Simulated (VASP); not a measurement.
# PtSe2 (P-3m1) in VASP: notebook, part 2 of 2

VASP 6.6.1. The steps go on from the part before.

### 3 Relaxation of shape and atoms at fixed volume, PBE+D3(BJ) (19.21 Å³/atom)

This run uses another cell than the first one, of 19.21 Å³/atom.

Input file INCAR:

```
PREC = Accurate ; ENCUT = 600
EDIFF = 1E-6 ; ISMEAR = 0
SIGMA = 0.1 ; LREAL = F
LASPH = T ; NELM = 100
ALGO = Normal ; ISIF = 4
LWAVE = F ; LCHARG = F
GGA = PE ; IVDW = 12
IBRION = 2 ; NSW = 50
EDIFFG = -0.01
```

Input file KPOINTS:

```
regular mesh
0
Gamma
  12 12 10
```

Input file POSCAR:

```
PtSe2
1.0
    3.7336018406      0.0000000000      0.0000000000
   -1.8668009203      3.2333940416      0.0000000000
    0.0000000000      0.0000000000      4.7731177115
Pt Se
1 2
Direct
    0.0000000000      0.0000000000      0.0000000000
    0.3333333333      0.6666666667      0.2655437443
    0.6666666667      0.3333333333      0.7344562557
```

Potentials or basis: VASP PAW PBE potentials, release 64 (Pt, Se).

The run is started by

```sh
$ cat potpaw_PBE.64/Pt/POTCAR potpaw_PBE.64/Se/POTCAR > POTCAR
$ mpirun -np 1 vasp_std > vasp.out
```

OUTCAR:

```text
PREC = Accurate
   ENCUT = 600
   EDIFF = 1E-6
   ISMEAR = 0
   LREAL = F
   LASPH = T
   NELM = 100
   ISIF = 4
   GGA = PE
   IVDW = 12
   IBRION = 2
   NSW = 50
   EDIFFG = -0.01
 IVDW          = 12

 ion  position               nearest neighbor table
   1  0.000  0.000  0.000-   2 2.50   3 2.50   3 2.50   2 2.50   3 2.50   2 2.50
   2  0.333  0.667  0.266-   1 2.50   1 2.50   1 2.50
   3  0.667  0.333  0.734-   1 2.50   1 2.50   1 2.50

  LATTYP: Found a hexagonal cell.
 ALAT       =     3.7336018406
 C/A-ratio  =     1.2784217266

  Lattice vectors:

 A1 = (   3.7336018406,   0.0000000000,   0.0000000000)
 A2 = (  -1.8668009203,   3.2333940416,   0.0000000000)
 A3 = (   0.0000000000,   0.0000000000,   4.7731177115)

Analysis of symmetry for initial positions (statically):
=====================================================================
 Subroutine PRICEL returns:
 Original cell was already a primitive cell.

 Routine SETGRP: Setting up the symmetry group for a
 hexagonal supercell.

 Subroutine GETGRP returns: Found 12 space group operations
 (whereof 12 operations were pure point group operations)
 out of a pool of 24 trial point group operations.

The static configuration has the point symmetry D_3d.

[... 159 lines left out ...]
  ---------------------------------------------------
  ext. energy  EPLUGINS =         0.00000000
  ---------------------------------------------------
  free energy    TOTEN  =       -14.12914969 eV

  energy without entropy =      -14.12510645  energy(sigma->0) =      -14.12712807

------------------------ aborting loop because EDIFF is reached ----------------------------------------

 Edisp (eV)   -1.51632

 E8    (eV) :    -0.6512
[... 196 lines left out ...]
--------------------------------------- Ionic step        6  -------------------------------------------

 number of electron      22.0000003 magnetization

 Free energy of the ion-electron system (eV)
  ---------------------------------------------------
  ext. energy  EPLUGINS =         0.00000000
  ---------------------------------------------------
  free energy    TOTEN  =       -14.13978470 eV

  energy without entropy =      -14.13585151  energy(sigma->0) =      -14.13781811

 E-fermi :   7.0900     XC(G=0): -10.9971

 val. band max:        7.0857050319   @ k =   0.3333   0.3333   0.0000
 cond. band min:       7.1131746134   @ k =  -0.0833   0.4167   0.2000
 fundamental gap:      0.0274695815
 Fermi energy:         7.0900268612

 k-point     1 :       0.0000    0.0000    0.0000
  band No.  band energies     occupation
      1      -8.7855      2.00000
      2      -5.4110      2.00000
      3      -0.1774      2.00000
      4       0.7693      2.00000
      5       0.7693      2.00000
      6       3.2631      2.00000
      7       3.2631      2.00000
      8       4.6024      2.00000
      9       6.0866      2.00000
     10       6.0866      2.00000
     11       7.9864      0.00000
     12       8.0362      0.00000
     13       8.0362      0.00000
     14      10.3357      0.00000
[... 401 lines left out ...]
      2      -5.7012      2.00000
      3       0.1542      2.00000
      4       0.9189      2.00000
      5       1.2851      2.00000
      6       2.5780      2.00000
      7       3.1191      2.00000
      8       3.9451      2.00000
      9       5.1746      2.00000
     10       5.8358      2.00000
     11       7.0278      1.62147
     12       8.0152      0.00000
     13       8.5274      0.00000
     14      11.7593      0.00000
     15      12.2781      0.00000

 [... further k-points ...]

------------------------ aborting loop because EDIFF is reached ----------------------------------------

 Edisp (eV)   -1.51771

 E8    (eV) :    -0.6521
[... 26 lines left out ...]
  FREE ENERGIE OF THE ION-ELECTRON SYSTEM (eV)
  ---------------------------------------------------
  free  energy   TOTEN  =       -15.6574897348 eV

  energy  without entropy=      -15.6535565455  energy(sigma->0) =      -15.65552314

 reached required accuracy - stopping structural energy minimisation
```

CONTCAR:

```text
PtSe2
   1.00000000000000
     3.7586201605626073    0.0000000000000000   -0.0000000000000000
    -1.8793100802813036    3.2550605422515986   -0.0000000000000000
    -0.0000000000000000   -0.0000000000000000    4.7097870467092768
  Pt              Se
     1     2
Direct
     0.0000000000000000    0.0000000000000000    0.0000000000000000
     0.3333333332999970    0.6666666667000030    0.2710011580332033
     0.6666666667000030    0.3333333332999970    0.7289988419667967

  0.00000000E+00  0.00000000E+00  0.00000000E+00
  0.00000000E+00  0.00000000E+00  0.00000000E+00
  0.00000000E+00  0.00000000E+00  0.00000000E+00
```

Run time: 9.5 min. Hardware: 1 thread of Intel Xeon 8259CL, shared host; peak memory 0.34 GiB.

What came out:

* Free energy: -15.6575 eV
* Energy gained by relaxing: 4.0 meV/atom
* Ionic steps: 6
* Pressure after relaxing: 2.0 GPa
* Band gap on the k mesh: zero (bands 11 and 12 overlap by 0.91 eV)
* Dispersion energy per atom: -0.506 eV

Forces on the atoms (eV/Å):
```
Pt   0.000  0.000  0.000
Se   0.000  0.000  0.002
Se   0.000  0.000 -0.002
```

The path:
```tsv
step	energy change (eV)	largest force (eV/Å)	pressure (GPa)	volume (Å³)
1	0.0000	0.3356	4.19	57.62
2	-0.0096	0.1249	2.96	57.62
3	-0.0116	0.0327	2.08	57.62
4	-0.0116	0.0258	2.12	57.62
5	-0.0119	0.0110	2.08	57.62
6	-0.0120	0.0024	2.05	57.62
```

Final structure:
```yaml
crystal:
  lattice:
    - [3.75862, 0.00000, 0.00000]
    - [-1.87931, 3.25506, 0.00000]
    - [0.00000, 0.00000, 4.70979]
  atoms:
    - { symbol: Pt, position: [0.00000, 0.00000, 0.00000] }
    - { symbol: Se, position: [0.33333, 0.66667, 0.27100] }
    - { symbol: Se, position: [0.66667, 0.33333, 0.72900] }
```

Levels at points of the mesh, in eV from the Fermi level:
| k point | band 9 | band 10 | band 11 | band 12 | band 13 | band 14 |
| --- | --- | --- | --- | --- | --- | --- |
| (0.00, 0.00, 0.00) | -1.00 | -1.00 | 0.90 | 0.95 | 0.95 | 3.25 |
| (0.50, 0.00, 0.00) | -3.35 | -3.29 | -2.95 | 0.48 | 2.66 | 5.20 |
| (0.00, 0.00, 0.50) | -1.85 | -1.85 | -1.70 | 2.43 | 2.43 | 5.07 |
| (0.50, 0.00, 0.50) | -3.09 | -2.55 | -1.05 | 0.49 | 1.53 | 4.96 |

Caveat: spin-orbit coupling is left out, which moves the levels of the heavy elements.
